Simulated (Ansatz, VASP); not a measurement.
# Two plane-wave programs on ZnO2

```
CELL_PARAMETERS angstrom
4.86890 0.00000 0.00000
0.00000 4.86890 0.00000
0.00000 0.00000 4.86890
ATOMIC_POSITIONS crystal
Zn 0.50000 0.50000 0.00000
Zn 0.50000 0.00000 0.50000
Zn 0.00000 0.50000 0.50000
Zn 0.00000 0.00000 0.00000
O 0.08751 0.91249 0.41249
O 0.91249 0.41249 0.08751
O 0.41249 0.08751 0.91249
O 0.58751 0.58751 0.58751
O 0.91249 0.08751 0.58751
O 0.08751 0.58751 0.91249
O 0.58751 0.91249 0.08751
O 0.41249 0.41249 0.41249
```

Alike in both runs: task single point; functional PBEsol; k mesh 6 × 6 × 6; occupations gaussian, width 0.02 eV; no spin polarisation.

|  | VASP | Ansatz |
| --- | --- | --- |
| version | VASP 6.6.1 | Ansatz 0.2.0 |
| potentials or method | VASP PAW PBE potentials, release 64 (Zn, O), cutoff 520 eV | scalar-relativistic, plane waves, PAW |
| valence electrons in the cell | 96 | 96 |

Ansatz gave:

- gap on the k mesh at the Fermi level (eV): 2.23
- least direct gap on the mesh (eV): 2.38
- pressure (GPa): 0.0
- rms of the force components (eV/Å): 0.001

**Question.** Which values does VASP return?

**Answer.** gap on the k mesh at the Fermi level (eV): 2.20; least direct gap on the mesh (eV): 2.35; pressure (GPa): 1.1; rms of the force components (eV/Å): 0.081.

VASP's potentials were made for PBE, not for PBEsol. Atom by atom the forces differ by 0.080 eV/Å (rms over components).
